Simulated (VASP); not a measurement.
## Mg: relaxation of cell and atoms with LDA

Crystal: Mg.

```
CELL_PARAMETERS angstrom
3.14657 0.00000 0.00000
-1.57329 2.72501 0.00000
0.00000 0.00000 5.03869
ATOMIC_POSITIONS crystal
Mg 0.33333 0.66667 0.25000
Mg 0.66667 0.33333 0.75000
```

* Program: VASP 6.6.1
* Task: relaxation of cell and atoms
* Functional: LDA
* Potentials or basis: VASP PAW LDA potentials, release 64 (Mg)
* Cutoff: 600 eV
* k mesh: 15 × 15 × 8
* Occupations: fermi-dirac, width 0.15 eV
* Spin: no spin polarisation
* Dipole correction: no
* Further INCAR settings: ALGO = Normal; EDIFF = 1e-07; IBRION = 2; EDIFFG = -0.001; NSW = 80; ISIF = 3

```
Relaxed volume                         : 21.48 Å³/atom
Relaxed cell                           : a = 3.135 Å, b = 3.135 Å, c = 5.045 Å, α = 90.00°, β = 90.00°, γ = 120.00°
Space group after relaxing (to 0.05 Å) : P6_3/mmc (No. 194)
Energy gained by relaxing              : 0.1 meV/atom
Ionic steps                            : 5
Pressure after relaxing                : 0.0 GPa
Band gap on the k mesh                 : zero (band 2 reaches 3.75 eV, above the bottom of band 3 at 1.64 eV)
```

Step by step:
```csv
step,energy change (eV),largest force (eV/Å),pressure (GPa),volume (Å³)
1,0.0000,0.0000,-0.23,43.20
2,-0.0002,0.0000,-0.05,43.01
3,-0.0003,0.0000,0.03,42.92
4,-0.0003,0.0000,0.02,42.94
5,-0.0003,0.0000,0.00,42.96
```

Final structure:
```yaml
crystal:
  lattice:
    - [3.13542, 0.00000, 0.00000]
    - [-1.56771, 2.71536, 0.00000]
    - [0.00000, 0.00000, 5.04548]
  atoms:
    - { symbol: Mg, position: [0.33333, 0.66667, 0.25000] }
    - { symbol: Mg, position: [0.66667, 0.33333, 0.75000] }
```

Levels at points of the mesh, in eV from the Fermi level:
| k point | band 1 | band 2 | band 3 | band 4 | band 5 | band 6 |
| --- | --- | --- | --- | --- | --- | --- |
| (0.00, 0.00, 0.00) | -7.21 | -1.71 | -1.19 | 11.19 | 11.19 | 11.35 |
| (0.00, 0.00, 0.50) | -5.74 | -5.74 | 5.35 | 5.35 | 11.95 | 11.95 |

Wall time 84 s on 1 thread of Oxide Virtual Turin-like Processor (shared host), peak memory 0.16 GiB.

LDA usually gives volumes a few per cent too small. Zero-point motion and thermal expansion aren't in these numbers.
